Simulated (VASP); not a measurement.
# AlC (P1) in VASP: single point with PBE

Aim: the single point of AlC with PBE.

Everything below comes from runs of VASP 6.6.1. Logs are shortened: lines on timing, memory, paths and dates and some standing lists are left out, and cuts for length are marked.

### 1 The cell of the first run

The typed cell holds 12 atoms: a = 2.533 Å, b = 6.541 Å, c = 12.357 Å, α = 87.63°, β = 91.00°, γ = 101.17°.

### 2 Single point, PBE

Input file INCAR:

```
SYSTEM = AlC
ALGO = Normal
EDIFF = 1E-6
ENCUT = 600
GGA = PE
GGA_COMPAT = .False.
ISIF = 2
ISMEAR = 0
LASPH = .True.
LCHARG = .False.
LREAL = .False.
LWAVE = .False.
NBANDS = 33
NELM = 120
PREC = Accurate
SIGMA = 0.2
```

Input file KPOINTS:

```
k-points
0
Gamma
  8 8 2
  0 0 0
```

Input file POSCAR:

```
AlC
1.0
    2.5331422050      0.0001928405     -0.0218896511
   -1.2662693185      6.4160598892      0.1476841695
   -0.1096018554      0.2149419862     12.3546256592
Al C
6 6
Direct
    0.3686571042      0.2408856987      0.3206313393
    1.0183965642      0.5161528542      0.4596970081
    0.6908020697      0.8726522347      0.3885811675
    0.3397509556      0.1434676408      0.5442602051
   -0.0101538050      0.4188113852      0.6831424073
    0.6676362421      0.7872753931      0.6156078124
    0.0984057767      0.2253319695     -0.0020801005
    0.7651600743      0.5587782610     -0.0018476009
    0.4318163492      0.8920226175     -0.0020349825
    0.5431089505      0.1147935516      0.9978659933
    0.2098970651      0.4482568415      0.9980898837
    0.8765226533      0.7815715523      0.9980868670
```

Potentials or basis: VASP PAW PBE potentials, release 64 (Al, C).

The run is started by

```
cat potpaw_PBE.64/Al/POTCAR potpaw_PBE.64/C/POTCAR > POTCAR
mpirun -np 1 vasp_std > vasp.out
```

OUTCAR:

```text
SYSTEM = AlC
   EDIFF = 1E-6
   ENCUT = 600
   GGA = PE
   ISIF = 2
   ISMEAR = 0
   LASPH = .True.
   LREAL = .False.
   NELM = 120
   PREC = Accurate

 ion  position               nearest neighbor table
   1  0.369  0.241  0.321-   3 2.78   3 2.78   4 2.81   2 2.81   2 2.81
   2  0.018  0.516  0.460-   3 2.73   3 2.73   5 2.81   1 2.81   1 2.81   4 2.87   4 2.87   6 2.93
                             6 2.93
   3  0.691  0.873  0.389-   2 2.73   2 2.73   1 2.78   1 2.78   6 2.84   4 2.93   4 2.93
   4  0.340  0.143  0.544-   6 2.73   6 2.73   1 2.81   5 2.81   5 2.81   2 2.87   2 2.87   3 2.93
                             3 2.93
   5  0.990  0.419  0.683-   6 2.78   6 2.78   2 2.81   4 2.81   4 2.81
   6  0.668  0.787  0.616-   4 2.73   4 2.73   5 2.78   5 2.78   3 2.84   2 2.93   2 2.93
   7  0.098  0.225  0.998-  11 1.43  10 1.45  10 1.45
   8  0.765  0.559  0.998-  12 1.43  11 1.45  11 1.45
   9  0.432  0.892  0.998-  10 1.43  12 1.45  12 1.45
  10  0.543  0.115  0.998-   9 1.43   7 1.45   7 1.45
  11  0.210  0.448  0.998-   7 1.43   8 1.45   8 1.45
  12  0.877  0.782  0.998-   8 1.43   9 1.45   9 1.45

  LATTYP: Found a triclinic cell.
 ALAT       =     6.5414885999
 B/A-ratio  =     0.3872569293
 C/A-ratio  =     1.8890167200
 COS(alpha) =     0.0175073087
 COS(beta)  =     0.0413500251
 COS(gamma) =     0.1936882928

  Lattice vectors:

 A1 = (  -1.2662693185,   6.4160598892,   0.1476841695)
 A2 = (  -2.5331422050,  -0.0001928405,   0.0218896511)
 A3 = (  -0.1096018554,   0.2149419862,  12.3546256592)

Analysis of symmetry for initial positions (statically):
=====================================================================
 Subroutine PRICEL returns:
 Original cell was already a primitive cell.

 Routine SETGRP: Setting up the symmetry group for a
 triclinic supercell.

 Subroutine GETGRP returns: Found  1 space group operations
 (whereof  1 operations were pure point group operations)
 out of a pool of  2 trial point group operations.

The static configuration has the point symmetry C_1 .

Analysis of symmetry for dynamics (positions and initial velocities):
=====================================================================
 Subroutine PRICEL returns:
 Original cell was already a primitive cell.

 Routine SETGRP: Setting up the symmetry group for a
 triclinic supercell.

 Subroutine GETGRP returns: Found  1 space group operations
 (whereof  1 operations were pure point group operations)
 out of a pool of  2 trial point group operations.

The dynamic configuration has the point symmetry C_1 .

 Subroutine INISYM returns: Found  1 space group operations
 (whereof  1 operations are pure point group operations),
 and found     1 'primitive' translations

----------------------------------------------------------------------------------------

                                     Primitive cell

  volume of cell :     200.7103

  direct lattice vectors                    reciprocal lattice vectors
     2.533142205  0.000192841 -0.021889651     0.394779256  0.077863939  0.002147561
    -1.266269319  6.416059889  0.147684169    -0.000035312  0.155914370 -0.002712864
    -0.109601855  0.214941986 12.354625659     0.000699883 -0.001725805  0.080977577

  length of vectors
     2.533236788  6.541488600 12.356981339     0.402390439  0.155937973  0.080998989

  position of ions in fractional coordinates (direct lattice)
     0.368657104  0.240885699  0.320631339
     0.018396564  0.516152854  0.459697008
     0.690802070  0.872652235  0.388581167
     0.339750956  0.143467641  0.544260205
     0.989846195  0.418811385  0.683142407
     0.667636242  0.787275393  0.615607812
     0.098405777  0.225331969  0.997919899
     0.765160074  0.558778261  0.998152399
     0.431816349  0.892022617  0.997965018
     0.543108950  0.114793552  0.997865993
     0.209897065  0.448256841  0.998089884
     0.876522653  0.781571552  0.998086867

  ion indices of the primitive-cell ions
   primitive index   ion index
                 1           1
                 2           2
                 3           3
                 4           4
                 5           5
                 6           6
                 7           7
                 8           8
                 9           9
                10          10
                11          11
                12          12

----------------------------------------------------------------------------------------

 KPOINTS: k-points

Automatic generation of k-mesh.
 Grid dimensions read from file:
 generate k-points for:    8    8    2

 Generating k-lattice:

  Cartesian coordinates                     Fractional coordinates (reciprocal lattice)
     0.049347407  0.009732992  0.000268445     0.125000000 -0.000000000  0.000000000
    -0.000004414  0.019489296 -0.000339108     0.000000000  0.125000000  0.000000000
     0.000349942 -0.000862902  0.040488789     0.000000000  0.000000000  0.500000000

  Length of vectors
     0.050298805  0.019492247  0.040499495

  Shift w.r.t. Gamma in fractional coordinates (k-lattice)
     0.000000000  0.000000000  0.000000000

 Subroutine IBZKPT returns following result:
 ===========================================

 Found     68 irreducible k-points:

 Following reciprocal coordinates:
            Coordinates               Weight
  0.000000  0.000000  0.000000      1.000000
  0.125000 -0.000000  0.000000      2.000000
  0.250000 -0.000000  0.000000      2.000000
  0.375000  0.000000  0.000000      2.000000
  0.500000 -0.000000  0.000000      1.000000
  0.000000  0.125000  0.000000      2.000000
[... 16 lines left out ...]
  0.125000  0.375000  0.000000      2.000000
  0.250000  0.375000 -0.000000      2.000000
 [... further k-points ...]
   k-points           NKPTS =     68   k-points in BZ     NKDIM =     68   number of bands    NBANDS=     33
   number of dos      NEDOS =    301   number of ions     NIONS =     12
   total plane-waves  NPLWV = 108000
   dimension x,y,z NGX =    20 NGY =   54 NGZ =  100
   dimension x,y,z NGXF=    40 NGYF=  108 NGZF=  200
   ions per type =               6   6
   NGX,Y,Z   is equivalent  to a cutoff of  13.13, 13.72, 13.45 a.u.
   NGXF,Y,Z  is equivalent  to a cutoff of  26.25, 27.45, 26.91 a.u.
 SYSTEM =  AlC
   PREC   = accura    normal or accurate (medium, high low for compatibility)
   ISTART =      0    job   : 0-new  1-cont  2-samecut
   ICHARG =      2    charge: 1-file 2-atom 10-const
   ISPIN  =      1    spin polarized calculation?
   LNONCOLLINEAR =      F non collinear calculations
   LSORBIT =      F    spin-orbit coupling
   LASPH  =      T    aspherical Exc in radial PAW
   ENCUT  =  600.0 eV  44.10 Ry    6.64 a.u.   5.06 13.06 24.68*2*pi/ulx,y,z
   NELM   =    120;   NELMIN=  2; NELMDL= -5     # of ELM steps
   EDIFF  = 0.1E-05   stopping-criterion for ELM
   LREAL  =      F    real-space projection
   EDIFFG = 0.1E-04   stopping-criterion for IOM
   NSW    =      0    number of steps for IOM
   IBRION =     -1    ionic relax: 0-MD 1-quasi-New 2-CG
   NFREE  =      0    steps in history (QN), initial steepest desc. (CG)
   ISIF   =      2    stress and relaxation
   ISYM   =      2    0-nonsym 1-usesym 2-fastsym
   POTIM  = 0.5000    time-step for ionic-motion
   TEBEG  =    0.0;   TEEND  =   0.0 temperature during run
   PSTRESS=    0.0 pullay stress
   NELECT =      42.0000    total number of electrons
   NUPDOWN=      -1.0000    fix difference up-down
   EMIN   =  10.00;   EMAX   =-10.00  energy-range for DOS
   EFERMI =   0.00;   METHOD = LEGACY
   ISMEAR =     0;   SIGMA  =   0.20  broadening in eV -4-tet -1-fermi 0-gaus
   EFERMI_NEDOS =   21; number of points for ismear=-14 and -15
   IALGO  =     38    algorithm
   IMIX   =      4    mixing-type and parameters
     AMIX     =   0.40;   BMIX     =  1.00
     AMIX_MAG =   1.60;   BMIX_MAG =  1.00
  volume/ion in A,a.u.               =      16.73       112.87
  Fermi-wavevector in a.u.,A,eV,Ry     =   0.971929  1.836680 12.852697  0.944647
  Thomas-Fermi vector in A             =   2.102186
   LORBIT       =      0    0 simple, 1 ext, 2 COOP (PROOUT), +10 PAW based schemes
   GGA     = PE    functional components
   LHFCALC =     F    Hartree Fock is set to
   AEXX    =    0.0000 exact exchange contribution
   IVDW    =     0    specifies the selected vdW correction
   LEPSILON=     F    determine dielectric tensor
   LRPA    =     F    only Hartree local field effects (RPA)
 non-spin polarized calculation
 Gauss-broadening in eV      SIGMA  =   0.20
  energy-cutoff  :      600.00
  volume of cell :      200.71
 maximum number of plane-waves:      6739
   NGX = 11   NGY = 27   NGZ = 49

 number of electron      42.0000001 magnetization

 Free energy of the ion-electron system (eV)
  ---------------------------------------------------
  ext. energy  EPLUGINS =         0.00000000
  ---------------------------------------------------
  free energy    TOTEN  =       -75.59511564 eV

  energy without entropy =      -75.55344769  energy(sigma->0) =      -75.57428166

 E-fermi :   4.4448     XC(G=0):  -8.6450

 val. band max:        4.4336654999   @ k =   0.5000   0.2500   0.5000
 cond. band min:       4.5107592980   @ k =  -0.0000   0.0000   0.5000
 fundamental gap:      0.0770937981
 Fermi energy:         4.4448268481

 k-point     1 :       0.0000    0.0000    0.0000
  band No.  band energies     occupation
      1     -15.2877      2.00000
      2     -12.7027      2.00000
      3     -12.6997      2.00000
      4      -6.3824      2.00000
      5      -5.4669      2.00000
      6      -5.4641      2.00000
[... 25 lines left out ...]
     32      10.0238      0.00000
     33      10.1581      0.00000

 k-point     2 :       0.1250   -0.0000    0.0000
  band No.  band energies     occupation
      1     -15.0149      2.00000
      2     -12.7564      2.00000
      3     -12.1267      2.00000
      4      -6.0108      2.00000
      5      -5.9090      2.00000
      6      -4.9151      2.00000
[... 25 lines left out ...]
     32       9.7961      0.00000
     33      10.6637      0.00000

 k-point     3 :       0.2500   -0.0000    0.0000
  band No.  band energies     occupation
      1     -14.2024      2.00000
      2     -12.2900      2.00000
      3     -11.0623      2.00000
      4      -6.6146      2.00000
      5      -5.6397      2.00000
      6      -4.9035      2.00000
[... 25 lines left out ...]
     32       9.6922      0.00000
     33      10.1309      0.00000

 k-point     4 :       0.3750    0.0000    0.0000
  band No.  band energies     occupation
      1     -12.8728      2.00000
      2     -11.3356      2.00000
      3      -9.7761      2.00000
      4      -8.4141      2.00000
      5      -7.6663      2.00000
      6      -4.9990      2.00000
[... 25 lines left out ...]
     32       8.7392      0.00000
     33       8.9118      0.00000

 k-point     5 :       0.5000   -0.0000    0.0000
  band No.  band energies     occupation
      1     -11.0968      2.00000
      2     -11.0935      2.00000
      3     -10.3575      2.00000
      4      -9.0653      2.00000
      5      -7.2937      2.00000
      6      -7.2901      2.00000
[... 604 lines left out ...]
 k-point    22 :       0.0000    0.3750   -0.0000
  band No.  band energies     occupation
      1     -14.9188      2.00000
      2     -14.2666      2.00000
      3     -10.5320      2.00000
      4      -8.4972      2.00000
      5      -5.8924      2.00000
      6      -5.0328      2.00000
[... 25 lines left out ...]
     32      10.3542      0.00000
     33      11.2770      0.00000

 k-point    23 :       0.1250    0.3750    0.0000
  band No.  band energies     occupation
      1     -14.5249      2.00000
      2     -14.1999      2.00000
      3      -9.9485      2.00000
      4      -8.6983      2.00000
      5      -5.3633      2.00000
      6      -4.9239      2.00000
[... 25 lines left out ...]
     32      11.3474      0.00000
     33      11.6943      0.00000

 k-point    24 :       0.2500    0.3750   -0.0000
  band No.  band energies     occupation
      1     -13.6014      2.00000
      2     -13.5932      2.00000
      3      -9.0843      2.00000
      4      -8.4754      2.00000
      5      -5.7306      2.00000
      6      -4.1489      2.00000
[... 25 lines left out ...]
     32       9.6584      0.00000
     33       9.9910      0.00000

 [... further k-points ...]

------------------------ aborting loop because EDIFF is reached ----------------------------------------

  FORCE on cell =-STRESS in cart. coord.  units (eV):
  Direction    XX          YY          ZZ          XY          YZ          ZX
  --------------------------------------------------------------------------------------
  -------------------------------------------------------------------------------------
  Total       -0.0295935      0.0471949      0.0745836      0.0079000      0.0360963     -0.0267748
  in kB       -0.2362311      0.3767352      0.5953661      0.0630617      0.2881403     -0.2137308
  external PRESSURE =       0.2452901 kB  Pullay stress =       0.0000000 kB

 VOLUME and BASIS-vectors are now :
 -----------------------------------------------------------------------------
  energy-cutoff  :      600.00
  volume of cell :      200.71
      direct lattice vectors                 reciprocal lattice vectors
     2.533142205  0.000192841 -0.021889651     0.394779256  0.077863939  0.002147561
    -1.266269319  6.416059889  0.147684169    -0.000035312  0.155914370 -0.002712864
    -0.109601855  0.214941986 12.354625659     0.000699883 -0.001725805  0.080977577

 POSITION                                       TOTAL-FORCE (eV/Angst)
 -----------------------------------------------------------------------------------
      0.59369      1.61453      3.98879        -0.000983     -0.001344      0.003462
     -0.65737      3.41048      5.75521         0.001384      0.002232      0.000623
      0.60230      5.68264      4.91453        -0.000695     -0.005012      0.002388
      0.61932      1.03755      6.73788        -0.000558      0.001666     -0.004497
      1.90222      2.83415      8.48015         0.000749      0.000419     -0.004055
      0.62684      5.18365      7.70726         0.000959      0.001318     -0.003819
     -0.14543      1.66026     12.36005        -0.000441     -0.003158     -0.002489
      1.12130      3.79985     12.39757         0.001126     -0.000968      0.004567
     -0.14507      5.93786     12.45177        -0.007663     -0.000187      0.006294
      1.12104      0.95111     12.33333         0.002455      0.009891      0.003888
     -0.14531      3.09061     12.39263        -0.002371     -0.000182      0.000134
      1.12128      5.22931     12.42723         0.006038     -0.004675     -0.006495
 -----------------------------------------------------------------------------------
    total drift:                                0.000015      0.000487      0.000152

  FREE ENERGIE OF THE ION-ELECTRON SYSTEM (eV)
  ---------------------------------------------------
  free  energy   TOTEN  =       -75.5951156356 eV

  energy  without entropy=      -75.5534476876  energy(sigma->0) =      -75.57428166
```

Wall time 15 min (1 thread of Oxide Virtual Turin-like, shared host); peak memory 0.54 GiB.

What came out:

| Property | Result |
| --- | --- |
| Free energy | -75.5951 eV |
| Pressure | 0.0 GPa |
| Largest force | 0.011 eV/Å |
| Band gap on the k mesh | zero (bands 21 and 22 overlap by 1.02 eV) |

Forces in eV/Å, atoms in the order of the input:
```
Al  -0.001 -0.001  0.003
Al   0.001  0.002  0.001
Al  -0.001 -0.005  0.002
Al  -0.001  0.002 -0.004
Al   0.001  0.000 -0.004
Al   0.001  0.001 -0.004
C    0.000 -0.003 -0.002
C    0.001 -0.001  0.005
C   -0.008  0.000  0.006
C    0.002  0.010  0.004
C   -0.002  0.000  0.000
C    0.006 -0.005 -0.006
```

The gap in the log of VASP goes by the Fermi energy; the results here count the filled bands.